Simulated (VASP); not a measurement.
# S (I4/mmm) in VASP: a series of runs

S is run at these levels: PBEsol; tasks: single point.

Everything below comes from runs of VASP 6.6.1. Logs are shortened: lines on timing, memory, paths and dates and some standing lists are left out, and cuts for length are marked.

**1. The cell of the first run**

Symmetry: I4/mmm, No. 139, tetragonal system. Conventional cell: a = 2.513 Å, b = 2.513 Å, c = 5.025 Å, α = 90.00°, β = 90.00°, γ = 90.00°. Within 3.3 Å of S (site symmetry 4/mmm) lie 12 S at 2.51 to 3.08 Å.

**2. Single point, PBEsol**

Contents of INCAR:

```
PREC = Accurate
ENCUT = 520
EDIFF = 1E-7
ISMEAR = 0
SIGMA = 0.15
LREAL = F
LASPH = T
NELM = 80
ALGO = Normal
ISIF = 2
LWAVE = F
LCHARG = T
GGA = PS
LELF = T
LVHAR = T
NBANDS = 9
```

Contents of KPOINTS:

```
regular mesh
0
Gamma
  22 22 22
```

Contents of POSCAR:

```
S
1.0
    0.0000000000      1.7768536112      2.5124710063
    1.7768536112      0.0000000000      2.5124710063
    1.7768536112      1.7768536112      0.0000000000
S
1
Direct
    0.0000000000      0.0000000000      0.0000000000
```

Potentials or basis: VASP PAW PBE potentials, release 64 (S).

On the command line:

```sh
$ cat potpaw_PBE.64/S/POTCAR > POTCAR
$ mpirun -np 1 vasp_std > vasp.out
```

OUTCAR:

```text
PREC = Accurate
   ENCUT = 520
   EDIFF = 1E-7
   ISMEAR = 0
   LREAL = F
   LASPH = T
   NELM = 80
   ISIF = 2
   GGA = PS

 ion  position               nearest neighbor table
   1  0.000  0.000  0.000-

  LATTYP: Found a body centered tetragonal cell.
 ALAT       =     2.5128504753
 C/A-ratio  =     1.9996979772

  Lattice vectors:

 A1 = (  -1.7768536112,   0.0000000000,   2.5124710063)
 A2 = (   1.7768536112,   0.0000000000,   2.5124710063)
 A3 = (   0.0000000000,   1.7768536112,  -2.5124710063)

Analysis of symmetry for initial positions (statically):
=====================================================================
 Subroutine PRICEL returns:
 Original cell was already a primitive cell.

 Routine SETGRP: Setting up the symmetry group for a
 body centered tetragonal supercell.

 Subroutine GETGRP returns: Found 16 space group operations
 (whereof 16 operations were pure point group operations)
 out of a pool of 16 trial point group operations.

The static configuration has the point symmetry D_4h.

Analysis of symmetry for dynamics (positions and initial velocities):
=====================================================================
 Subroutine PRICEL returns:
 Original cell was already a primitive cell.

 Routine SETGRP: Setting up the symmetry group for a
 body centered tetragonal supercell.

 Subroutine GETGRP returns: Found 16 space group operations
 (whereof 16 operations were pure point group operations)
 out of a pool of 16 trial point group operations.

The dynamic configuration has the point symmetry D_4h.

 Subroutine INISYM returns: Found 16 space group operations
 (whereof 16 operations are pure point group operations),
 and found     1 'primitive' translations

----------------------------------------------------------------------------------------

                                     Primitive cell

  volume of cell :      15.8648

  direct lattice vectors                    reciprocal lattice vectors
     0.000000000  1.776853611  2.512471006    -0.281396282  0.281396282  0.199007272
     1.776853611  0.000000000  2.512471006     0.281396282 -0.281396282  0.199007272
     1.776853611  1.776853611  0.000000000     0.281396282  0.281396282 -0.199007272

  length of vectors
     3.077290905  3.077290905  2.512850475     0.444940029  0.444940029  0.444940029

  position of ions in fractional coordinates (direct lattice)
     0.000000000  0.000000000  0.000000000

  ion indices of the primitive-cell ions
   primitive index   ion index
                 1           1

----------------------------------------------------------------------------------------

 KPOINTS: regular mesh

Automatic generation of k-mesh.
 Grid dimensions read from file:
 generate k-points for:   22   22   22

 Generating k-lattice:

  Cartesian coordinates                     Fractional coordinates (reciprocal lattice)
    -0.012790740  0.012790740  0.009045785     0.045454545  0.000000000  0.000000000
     0.012790740 -0.012790740  0.009045785     0.000000000  0.045454545  0.000000000
     0.012790740  0.012790740 -0.009045785    -0.000000000 -0.000000000  0.045454545

  Length of vectors
     0.020224547  0.020224547  0.020224547

  Shift w.r.t. Gamma in fractional coordinates (k-lattice)
     0.000000000  0.000000000  0.000000000

 Subroutine IBZKPT returns following result:
 ===========================================

 Found    834 irreducible k-points:

 Following reciprocal coordinates:
            Coordinates               Weight
  0.000000  0.000000  0.000000      1.000000
  0.045455  0.000000  0.000000      8.000000
  0.090909  0.000000  0.000000      8.000000
  0.136364  0.000000  0.000000      8.000000
  0.181818  0.000000  0.000000      8.000000
  0.227273  0.000000  0.000000      8.000000
[... 16 lines left out ...]
  0.500000  0.045455  0.000000      8.000000
 -0.454545  0.045455  0.000000      8.000000
 [... further k-points ...]
   k-points           NKPTS =    834   k-points in BZ     NKDIM =    834   number of bands    NBANDS=      9
   number of dos      NEDOS =    301   number of ions     NIONS =      1
   total plane-waves  NPLWV =  11520
   dimension x,y,z NGX =    24 NGY =   24 NGZ =   20
   dimension x,y,z NGXF=    48 NGYF=   48 NGZF=   40
   ions per type =               1
   NGX,Y,Z   is equivalent  to a cutoff of  12.97, 12.97, 13.23 a.u.
   NGXF,Y,Z  is equivalent  to a cutoff of  25.93, 25.93, 26.46 a.u.
 SYSTEM =  unknown system
   PREC   = accura    normal or accurate (medium, high low for compatibility)
   ISTART =      0    job   : 0-new  1-cont  2-samecut
   ICHARG =      2    charge: 1-file 2-atom 10-const
   ISPIN  =      1    spin polarized calculation?
   LNONCOLLINEAR =      F non collinear calculations
   LSORBIT =      F    spin-orbit coupling
   LASPH  =      T    aspherical Exc in radial PAW
   ENCUT  =  520.0 eV  38.22 Ry    6.18 a.u.   5.72  5.72  4.67*2*pi/ulx,y,z
   NELM   =     80;   NELMIN=  2; NELMDL= -5     # of ELM steps
   EDIFF  = 0.1E-06   stopping-criterion for ELM
   LREAL  =      F    real-space projection
   EDIFFG = 0.1E-05   stopping-criterion for IOM
   NSW    =      0    number of steps for IOM
   IBRION =     -1    ionic relax: 0-MD 1-quasi-New 2-CG
   NFREE  =      0    steps in history (QN), initial steepest desc. (CG)
   ISIF   =      2    stress and relaxation
   ISYM   =      2    0-nonsym 1-usesym 2-fastsym
   POTIM  = 0.5000    time-step for ionic-motion
   TEBEG  =    0.0;   TEEND  =   0.0 temperature during run
   PSTRESS=    0.0 pullay stress
   NELECT =       6.0000    total number of electrons
   NUPDOWN=      -1.0000    fix difference up-down
   EMIN   =  10.00;   EMAX   =-10.00  energy-range for DOS
   EFERMI =   0.00;   METHOD = LEGACY
   ISMEAR =     0;   SIGMA  =   0.15  broadening in eV -4-tet -1-fermi 0-gaus
   EFERMI_NEDOS =   21; number of points for ismear=-14 and -15
   IALGO  =     38    algorithm
   IMIX   =      4    mixing-type and parameters
     AMIX     =   0.40;   BMIX     =  1.00
     AMIX_MAG =   1.60;   BMIX_MAG =  1.00
  volume/ion in A,a.u.               =      15.86       107.06
  Fermi-wavevector in a.u.,A,eV,Ry     =   1.183897  2.237240 19.070080  1.401611
  Thomas-Fermi vector in A             =   2.320122
   LORBIT       =      0    0 simple, 1 ext, 2 COOP (PROOUT), +10 PAW based schemes
   GGA     = PS    functional components
   LHFCALC =     F    Hartree Fock is set to
   AEXX    =    0.0000 exact exchange contribution
   IVDW    =     0    specifies the selected vdW correction
   LEPSILON=     F    determine dielectric tensor
   LRPA    =     F    only Hartree local field effects (RPA)
 non-spin polarized calculation
 Gauss-broadening in eV      SIGMA  =   0.15
  energy-cutoff  :      520.00
  volume of cell :       15.86
 maximum number of plane-waves:       442
   NGX = 11   NGY = 11   NGZ =  9

 number of electron       6.0000000 magnetization

 Free energy of the ion-electron system (eV)
  ---------------------------------------------------
  ext. energy  EPLUGINS =         0.00000000
  ---------------------------------------------------
  free energy    TOTEN  =        -3.61512646 eV

  energy without entropy =       -3.60469849  energy(sigma->0) =       -3.60991247

 E-fermi :   7.2949     XC(G=0): -11.2380

 val. band max:        7.2923784887   @ k =  -0.3182   0.1364   0.3182
 cond. band min:       7.2953186226   @ k =  -0.1818   0.1818   0.1364
 fundamental gap:      0.0029401339
 Fermi energy:         7.2948669546

 k-point     1 :       0.0000    0.0000    0.0000
  band No.  band energies     occupation
      1      -9.5556      2.00000
      2       8.4708      0.00000
      3      11.2584      0.00000
      4      11.2584      0.00000
      5      16.6908      0.00000
      6      17.2134      0.00000
      7      22.3560      0.00000
      8      22.4931      0.00000
      9      22.4931      0.00000

 k-point     2 :       0.0455    0.0000    0.0000
  band No.  band energies     occupation
      1      -9.5043      2.00000
      2       8.4033      0.00000
      3      10.8866      0.00000
      4      11.2710      0.00000
      5      16.7862      0.00000
      6      17.4790      0.00000
      7      21.9648      0.00000
      8      22.5081      0.00000
      9      22.5609      0.00000

 k-point     3 :       0.0909    0.0000    0.0000
  band No.  band energies     occupation
      1      -9.3506      2.00000
      2       8.2058      0.00000
      3       9.9645      0.00000
      4      11.3091      0.00000
      5      17.0142      0.00000
      6      18.0813      0.00000
      7      20.9423      0.00000
      8      22.7609      0.00000
      9      22.9795      0.00000

 k-point     4 :       0.1364    0.0000    0.0000
  band No.  band energies     occupation
      1      -9.0962      2.00000
      2       7.8441      0.00000
      3       8.8407      0.00000
      4      11.3720      0.00000
      5      17.1676      0.00000
      6      18.7006      0.00000
      7      20.1363      0.00000
      8      23.0810      0.00000
      9      23.7842      0.00000
[... 205 lines left out ...]
 k-point    22 :       0.4545    0.0455    0.0000
  band No.  band energies     occupation
      1      -5.6682      2.00000
      2       0.5047      2.00000
      3       6.3702      2.00000
      4      11.9646      0.00000
      5      14.1026      0.00000
      6      19.9790      0.00000
      7      22.7757      0.00000
      8      26.6969      0.00000
      9      28.0791      0.00000

 k-point    23 :       0.5000    0.0455    0.0000
  band No.  band energies     occupation
      1      -5.2373      2.00000
      2      -0.1376      2.00000
      3       6.4133      2.00000
      4      12.0751      0.00000
      5      13.8361      0.00000
      6      20.1829      0.00000
      7      22.4739      0.00000
      8      26.5584      0.00000
      9      28.2992      0.00000

 k-point    24 :      -0.4545    0.0455    0.0000
  band No.  band energies     occupation
      1      -5.1692      2.00000
      2      -0.2478      2.00000
      3       6.5230      2.00000
      4      12.1432      0.00000
      5      13.7199      0.00000
      6      20.3105      0.00000
      7      22.3649      0.00000
      8      26.2833      0.00000
      9      28.1513      0.00000

 [... further k-points ...]

------------------------ aborting loop because EDIFF is reached ----------------------------------------

  FORCE on cell =-STRESS in cart. coord.  units (eV):
  Direction    XX          YY          ZZ          XY          YZ          ZX
  --------------------------------------------------------------------------------------
  -------------------------------------------------------------------------------------
  Total       -1.0175011     -1.0175011      1.0442470      0.0000000     -0.0000000     -0.0000000
  in kB     -102.7569329   -102.7569329    105.4579852      0.0000000     -0.0000000     -0.0000000
  external PRESSURE =     -33.3519602 kB  Pullay stress =       0.0000000 kB

 VOLUME and BASIS-vectors are now :
 -----------------------------------------------------------------------------
  energy-cutoff  :      520.00
  volume of cell :       15.86
      direct lattice vectors                 reciprocal lattice vectors
     0.000000000  1.776853611  2.512471006    -0.281396282  0.281396282  0.199007272
     1.776853611  0.000000000  2.512471006     0.281396282 -0.281396282  0.199007272
     1.776853611  1.776853611  0.000000000     0.281396282  0.281396282 -0.199007272

 POSITION                                       TOTAL-FORCE (eV/Angst)
 -----------------------------------------------------------------------------------
      0.00000      0.00000      0.00000         0.000000     -0.000000      0.000000
 -----------------------------------------------------------------------------------
    total drift:                                0.000000     -0.000000      0.000000

  FREE ENERGIE OF THE ION-ELECTRON SYSTEM (eV)
  ---------------------------------------------------
  free  energy   TOTEN  =        -3.6151264567 eV

  energy  without entropy=       -3.6046984877  energy(sigma->0) =       -3.60991247
```

Run time: 32 s. Hardware: 1 thread of Intel Xeon Platinum 8559C (Emerald Rapids), shared host; peak memory 0.21 GiB.

Results:

```
Free energy            : -3.6151 eV
Pressure               : -3.3 GPa
Band gap on the k mesh : zero (band 3 reaches 11.26 eV, above the bottom of band 4 at 4.31 eV)
```

Levels at points of the mesh, in eV from the Fermi level:
```csv
k point,band 1,band 2,band 3,band 4,band 5,band 6,band 7,band 8
"(0.00, 0.00, 0.00)",-16.85,1.18,3.96,3.96,9.40,9.92,15.06,15.20
"(0.50, 0.00, 0.00)",-12.45,-7.60,-0.60,4.85,6.17,13.05,15.03,19.06
"(0.50, 0.50, 0.00)",-14.18,-7.33,2.45,2.45,7.74,9.65,22.15,22.59
"(0.50, 0.00, 0.50)",-9.08,-5.62,-3.50,0.25,4.03,6.22,16.72,19.20
```

Caveat: the PAW data sets were made with another functional, which shifts forces and pressure a little.

**3. Single point, PBEsol**

This run uses another cell than the first one, of the same volume but with other edges.

Contents of INCAR:

```
SYSTEM = S
PREC = Accurate
ENCUT = 520
EDIFF = 1E-6
ISMEAR = 0
SIGMA = 0.15
LREAL = .FALSE.
LASPH = .TRUE.
NELM = 100
ALGO = Normal
ISIF = 2
LWAVE = .FALSE.
LCHARG = .TRUE.
GGA = PS
LELF = .TRUE.
LVHAR = .TRUE.
NBANDS = 9
```

Contents of KPOINTS:

```
regular mesh
0
G
  22 22 22
  0 0 0
```

Contents of POSCAR:

```
S
1.0
    0.0000000000      2.1053702275      1.7895646934
    2.1053702275      0.0000000000      1.7895646934
    2.1053702275      2.1053702275      0.0000000000
S
1
Direct
    0.0000000000      0.0000000000      0.0000000000
```

Potentials or basis: VASP PAW PBE potentials, release 64 (S).

On the command line:

```sh
$ cat potpaw_PBE.64/S/POTCAR > POTCAR
$ mpirun -np 1 vasp_std > vasp.out
```

Run time: 32 s. Hardware: 1 thread of Intel Xeon Platinum 8559C (Emerald Rapids), shared host; peak memory 0.21 GiB.

It converged, with:

| Property | Result |
| --- | --- |
| Free energy | -3.3934 eV |
| Pressure | -5.2 GPa |
| Band gap on the k mesh | zero (band 3 reaches 10.61 eV, above the bottom of band 4 at 4.11 eV) |

Stress tensor (GPa, compression positive):
```
 -1.16   0.00   0.00
  0.00  -1.16   0.00
  0.00   0.00 -13.19
```

Levels at points of the mesh, in eV from the Fermi level:
```csv
k point,band 1,band 2,band 3,band 4,band 5,band 6,band 7
"(0.00, 0.00, 0.00)",-16.81,3.07,3.13,3.13,11.68,11.68,13.63
"(0.50, 0.00, 0.00)",-12.63,-7.52,0.83,2.54,8.52,9.68,14.09
"(0.50, 0.50, 0.00)",-9.82,-5.41,-2.25,-2.25,4.01,4.84,21.69
"(0.50, 0.00, 0.50)",-11.69,-6.98,-0.76,0.60,6.09,6.53,20.97
```

Caveat: the PAW data sets were made with another functional, which shifts forces and pressure a little.
